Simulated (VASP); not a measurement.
# GaGe (F-43m) in VASP: further runs

The runs below take GaGe through relaxation of cell and atoms, single point, with PBEsol, BLYP, PBE, revPBE.

Program: VASP 6.6.1. These are calculated values, not measurements. Logs are shortened: lines on timing, memory, paths and dates and some standing lists are left out, and cuts for length are marked.

### 1 The cell of the first run

Symmetry: F-43m, No. 216, cubic system. The conventional cell has a = 5.796 Å, b = 5.796 Å, c = 5.796 Å, α = 90.00°, β = 90.00°, γ = 90.00°. Within 3.3 Å of Ge (site symmetry -43m) lie 4 Ga at 2.51 Å. Ga (site symmetry -43m) has 4 Ge at 2.51 Å within 3.3 Å.

### 2 Relaxation of cell and atoms, PBEsol

INCAR reads:

```
PREC = Accurate
ENCUT = 600
EDIFF = 1E-6
ISMEAR = -1
SIGMA = 0.05
LREAL = False
LASPH = True
NELM = 80
ALGO = Normal
ISIF = 3
LWAVE = False
LCHARG = False
GGA = PS
IBRION = 2
NSW = 80
EDIFFG = -0.02
```

KPOINTS reads:

```
Automatic mesh
0
Gamma
  8 8 8
```

POSCAR reads:

```
GaGe
1.0
    0.0000000000      2.8978440000      2.8978440000
    2.8978440000      0.0000000000      2.8978440000
    2.8978440000      2.8978440000      0.0000000000
Ge Ga
1 1
Direct
    0.0000000000      0.0000000000      0.0000000000
    0.2500000000      0.2500000000      0.2500000000
```

Potentials or basis: VASP PAW PBE potentials, release 64 (Ge_d, Ga_d).

Run with:

```sh
cat potpaw_PBE.64/Ge_d/POTCAR potpaw_PBE.64/Ga_d/POTCAR > POTCAR
mpirun -np 1 vasp_std > vasp.out
```

OUTCAR:

```text
PREC = Accurate
   ENCUT = 600
   EDIFF = 1E-6
   ISMEAR = -1
   LREAL = False
   LASPH = True
   NELM = 80
   ISIF = 3
   GGA = PS
   IBRION = 2
   NSW = 80
   EDIFFG = -0.02

 ion  position               nearest neighbor table
   1  0.000  0.000  0.000-   2 2.51   2 2.51   2 2.51   2 2.51
   2  0.250  0.250  0.250-   1 2.51   1 2.51   1 2.51   1 2.51

  LATTYP: Found a face centered cubic cell.
 ALAT       =     5.7956880000

  Lattice vectors:

 A1 = (   0.0000000000,   2.8978440000,   2.8978440000)
 A2 = (   2.8978440000,   0.0000000000,   2.8978440000)
 A3 = (   2.8978440000,   2.8978440000,   0.0000000000)

Analysis of symmetry for initial positions (statically):
=====================================================================
 Subroutine PRICEL returns:
 Original cell was already a primitive cell.

 Routine SETGRP: Setting up the symmetry group for a
 face centered cubic supercell.

 Subroutine GETGRP returns: Found 24 space group operations
 (whereof 24 operations were pure point group operations)
 out of a pool of 48 trial point group operations.

The static configuration has the point symmetry T_d .

Analysis of symmetry for dynamics (positions and initial velocities):
=====================================================================
 Subroutine PRICEL returns:
 Original cell was already a primitive cell.

 Routine SETGRP: Setting up the symmetry group for a
 face centered cubic supercell.

 Subroutine GETGRP returns: Found 24 space group operations
 (whereof 24 operations were pure point group operations)
 out of a pool of 48 trial point group operations.

The dynamic configuration has the point symmetry T_d .

 Subroutine INISYM returns: Found 24 space group operations
 (whereof 24 operations are pure point group operations),
 and found     1 'primitive' translations

----------------------------------------------------------------------------------------

                                     Primitive cell

  volume of cell :      48.6693

  direct lattice vectors                    reciprocal lattice vectors
     0.000000000  2.897844000  2.897844000    -0.172542069  0.172542069  0.172542069
     2.897844000  0.000000000  2.897844000     0.172542069 -0.172542069  0.172542069
     2.897844000  2.897844000  0.000000000     0.172542069  0.172542069 -0.172542069

  length of vectors
     4.098170286  4.098170286  4.098170286     0.298851630  0.298851630  0.298851630

  position of ions in fractional coordinates (direct lattice)
     0.000000000  0.000000000  0.000000000
     0.250000000  0.250000000  0.250000000

  ion indices of the primitive-cell ions
   primitive index   ion index
                 1           1
                 2           2

----------------------------------------------------------------------------------------

 KPOINTS: Automatic mesh

Automatic generation of k-mesh.
 Grid dimensions read from file:
 generate k-points for:    8    8    8

 Generating k-lattice:

  Cartesian coordinates                     Fractional coordinates (reciprocal lattice)
    -0.021567759  0.021567759  0.021567759     0.125000000  0.000000000  0.000000000
     0.021567759 -0.021567759  0.021567759     0.000000000  0.125000000  0.000000000
     0.021567759  0.021567759 -0.021567759     0.000000000  0.000000000  0.125000000

  Length of vectors
     0.037356454  0.037356454  0.037356454

  Shift w.r.t. Gamma in fractional coordinates (k-lattice)
     0.000000000  0.000000000  0.000000000

 Subroutine IBZKPT returns following result:
 ===========================================

 Found     29 irreducible k-points:

 Following reciprocal coordinates:
            Coordinates               Weight
  0.000000  0.000000  0.000000      1.000000
  0.125000  0.000000  0.000000      8.000000
  0.250000  0.000000  0.000000      8.000000
  0.375000  0.000000  0.000000      8.000000
  0.500000  0.000000  0.000000      4.000000
  0.125000  0.125000  0.000000      6.000000
[... 16 lines left out ...]
  0.500000  0.250000  0.125000     48.000000
 -0.375000  0.250000  0.125000     24.000000
 [... further k-points ...]
   k-points           NKPTS =     29   k-points in BZ     NKDIM =     29   number of bands    NBANDS=     17
   number of dos      NEDOS =    301   number of ions     NIONS =      2
   total plane-waves  NPLWV =  46656
   dimension x,y,z NGX =    36 NGY =   36 NGZ =   36
   dimension x,y,z NGXF=    72 NGYF=   72 NGZF=   72
   ions per type =               1   1
   NGX,Y,Z   is equivalent  to a cutoff of  14.60, 14.60, 14.60 a.u.
   NGXF,Y,Z  is equivalent  to a cutoff of  29.21, 29.21, 29.21 a.u.
 SYSTEM =  unknown system
   PREC   = accura    normal or accurate (medium, high low for compatibility)
   ISTART =      0    job   : 0-new  1-cont  2-samecut
   ICHARG =      2    charge: 1-file 2-atom 10-const
   ISPIN  =      1    spin polarized calculation?
   LNONCOLLINEAR =      F non collinear calculations
   LSORBIT =      F    spin-orbit coupling
   LASPH  =      T    aspherical Exc in radial PAW
   ENCUT  =  600.0 eV  44.10 Ry    6.64 a.u.   8.19  8.19  8.19*2*pi/ulx,y,z
   NELM   =     80;   NELMIN=  2; NELMDL= -5     # of ELM steps
   EDIFF  = 0.1E-05   stopping-criterion for ELM
   LREAL  =      F    real-space projection
   EDIFFG = -.2E-01   stopping-criterion for IOM
   NSW    =     80    number of steps for IOM
   IBRION =      2    ionic relax: 0-MD 1-quasi-New 2-CG
   NFREE  =      1    steps in history (QN), initial steepest desc. (CG)
   ISIF   =      3    stress and relaxation
   ISYM   =      2    0-nonsym 1-usesym 2-fastsym
   POTIM  = 0.5000    time-step for ionic-motion
   TEBEG  =    0.0;   TEEND  =   0.0 temperature during run
   PSTRESS=    0.0 pullay stress
   NELECT =      27.0000    total number of electrons
   NUPDOWN=      -1.0000    fix difference up-down
   EMIN   =  10.00;   EMAX   =-10.00  energy-range for DOS
   EFERMI =   0.00;   METHOD = LEGACY
   ISMEAR =    -1;   SIGMA  =   0.05  broadening in eV -4-tet -1-fermi 0-gaus
   EFERMI_NEDOS =   21; number of points for ismear=-14 and -15
   IALGO  =     38    algorithm
   IMIX   =      4    mixing-type and parameters
     AMIX     =   0.40;   BMIX     =  1.00
     AMIX_MAG =   1.60;   BMIX_MAG =  1.00
  volume/ion in A,a.u.               =      24.33       164.22
  Fermi-wavevector in a.u.,A,eV,Ry     =   1.345172  2.542006 24.619567  1.809487
  Thomas-Fermi vector in A             =   2.473106
   LORBIT       =      0    0 simple, 1 ext, 2 COOP (PROOUT), +10 PAW based schemes
   GGA     = PS    functional components
   LHFCALC =     F    Hartree Fock is set to
   AEXX    =    0.0000 exact exchange contribution
   IVDW    =     0    specifies the selected vdW correction
   LEPSILON=     F    determine dielectric tensor
   LRPA    =     F    only Hartree local field effects (RPA)
 conjugate gradient relaxation of ions
 non-spin polarized calculation
  energy-cutoff  :      600.00
  volume of cell :       48.67
 maximum number of plane-waves:      1639
 NGX is ok and might be reduce to    36
   NGX = 17   NGY = 17   NGZ = 17

--------------------------------------- Ionic step        1  -------------------------------------------

 number of electron      27.0000007 magnetization

 Free energy of the ion-electron system (eV)
  ---------------------------------------------------
  ext. energy  EPLUGINS =         0.00000000
  ---------------------------------------------------
  free energy    TOTEN  =        -7.89969645 eV

  energy without entropy =       -7.89117906  energy(sigma->0) =       -7.89543776

------------------------ aborting loop because EDIFF is reached ----------------------------------------

  FORCE on cell =-STRESS in cart. coord.  units (eV):
  Direction    XX          YY          ZZ          XY          YZ          ZX
  --------------------------------------------------------------------------------------
  -------------------------------------------------------------------------------------
  Total       -0.7371859     -0.7371859     -0.7371859      0.0000000      0.0000000      0.0000000
  in kB      -24.2679226    -24.2679226    -24.2679226      0.0000000      0.0000000      0.0000000
  external PRESSURE =     -24.2679226 kB  Pullay stress =       0.0000000 kB

 VOLUME and BASIS-vectors are now :
 -----------------------------------------------------------------------------
  energy-cutoff  :      600.00
  volume of cell :       48.67
      direct lattice vectors                 reciprocal lattice vectors
     0.000000000  2.897844000  2.897844000    -0.172542069  0.172542069  0.172542069
     2.897844000  0.000000000  2.897844000     0.172542069 -0.172542069  0.172542069
     2.897844000  2.897844000  0.000000000     0.172542069  0.172542069 -0.172542069
[... 73 lines left out ...]
 POSITION                                       TOTAL-FORCE (eV/Angst)
 -----------------------------------------------------------------------------------
      0.00000      0.00000      0.00000        -0.000000     -0.000000     -0.000000
      1.42607      1.42607      1.42607         0.000000      0.000000      0.000000
 -----------------------------------------------------------------------------------
    total drift:                                0.000000      0.000000      0.000000

  FREE ENERGIE OF THE ION-ELECTRON SYSTEM (eV)
  ---------------------------------------------------
  free  energy   TOTEN  =        -7.9176667273 eV

  energy  without entropy=       -7.9093008578  energy(sigma->0) =       -7.91348379

--------------------------------------- Ionic step        4  -------------------------------------------

 number of electron      26.9999997 magnetization

 Free energy of the ion-electron system (eV)
  ---------------------------------------------------
  ext. energy  EPLUGINS =         0.00000000
  ---------------------------------------------------
  free energy    TOTEN  =        -7.91754494 eV

  energy without entropy =       -7.90918472  energy(sigma->0) =       -7.91336483

 E-fermi :   3.2479     XC(G=0):  -9.9428

 val. band max:        3.0242608804   @ k =   0.1250   0.1250   0.0000
 cond. band min:       3.2800753019   @ k =  -0.1250   0.1250   0.0000
 fundamental gap:      0.2558144215
 Fermi energy:         3.2479250784

 k-point     1 :       0.0000    0.0000    0.0000
  band No.  band energies     occupation
      1     -20.6262      2.00000
      2     -20.6262      2.00000
      3     -20.6262      2.00000
      4     -20.6035      2.00000
      5     -20.6035      2.00000
      6     -11.0764      2.00000
[... 9 lines left out ...]
     16       7.7036      0.00000
     17       7.7036      0.00000
[... 441 lines left out ...]
 k-point    24 :      -0.3750    0.2500    0.1250
  band No.  band energies     occupation
      1     -20.6257      2.00000
      2     -20.6238      2.00000
      3     -20.6216      2.00000
      4     -20.6033      2.00000
      5     -20.6017      2.00000
      6     -11.1145      2.00000
[... 9 lines left out ...]
     16       8.1994      0.00000
     17      10.7816      0.00000

 [... further k-points ...]

------------------------ aborting loop because EDIFF is reached ----------------------------------------

  FORCE on cell =-STRESS in cart. coord.  units (eV):
  Direction    XX          YY          ZZ          XY          YZ          ZX
  --------------------------------------------------------------------------------------
  -------------------------------------------------------------------------------------
  Total       -0.0202782     -0.0202782     -0.0202782     -0.0000000      0.0000000      0.0000000
  in kB       -0.6976575     -0.6976575     -0.6976575     -0.0000000      0.0000000      0.0000000
  external PRESSURE =      -0.6976575 kB  Pullay stress =       0.0000000 kB

 VOLUME and BASIS-vectors are now :
 -----------------------------------------------------------------------------
  energy-cutoff  :      600.00
  volume of cell :       46.57
      direct lattice vectors                 reciprocal lattice vectors
    -0.000000000  2.855546568  2.855546568    -0.175097827  0.175097827  0.175097827
     2.855546568  0.000000000  2.855546568     0.175097827 -0.175097827  0.175097827
     2.855546568  2.855546568  0.000000000     0.175097827  0.175097827 -0.175097827

 POSITION                                       TOTAL-FORCE (eV/Angst)
 -----------------------------------------------------------------------------------
      0.00000      0.00000      0.00000         0.000000      0.000000      0.000000
      1.42777      1.42777      1.42777        -0.000000     -0.000000     -0.000000
 -----------------------------------------------------------------------------------
    total drift:                                0.000000      0.000000      0.000000

  FREE ENERGIE OF THE ION-ELECTRON SYSTEM (eV)
  ---------------------------------------------------
  free  energy   TOTEN  =        -7.9175449406 eV

  energy  without entropy=       -7.9091847232  energy(sigma->0) =       -7.91336483

 reached required accuracy - stopping structural energy minimisation
```

Wall time 83 s (1 thread of Intel Xeon 6975P-C, shared host); peak memory 0.23 GiB.

Results:

- Free energy: -7.9175 eV
- Relaxed volume: 23.28 Å³/atom
- Relaxed cell: a = 4.038 Å, b = 4.038 Å, c = 4.038 Å, α = 60.00°, β = 60.00°, γ = 60.00°
- Space group after relaxing (to 0.05 Å): F-43m (No. 216)
- Energy gained by relaxing: 8.9 meV/atom
- Ionic steps: 4
- Pressure after relaxing: -0.1 GPa

The path:
| step | energy change (eV) | largest force (eV/Å) | pressure (GPa) | volume (Å³) |
| --- | --- | --- | --- | --- |
| 1 | 0.0000 | 0.0000 | -2.43 | 48.67 |
| 2 | -0.0177 | 0.0000 | 0.36 | 46.12 |
| 3 | -0.0180 | 0.0000 | 0.20 | 46.40 |
| 4 | -0.0178 | 0.0000 | -0.07 | 46.57 |

Final structure:
```
CELL_PARAMETERS angstrom
0.00000 2.85555 2.85555
2.85555 0.00000 2.85555
2.85555 2.85555 0.00000
ATOMIC_POSITIONS crystal
Ge 0.00000 0.00000 0.00000
Ga 0.25000 0.25000 0.25000
```

Caveat: the PAW data sets were made with another functional, which shifts forces and pressure a little.

(Continued in part 2 of 2.)
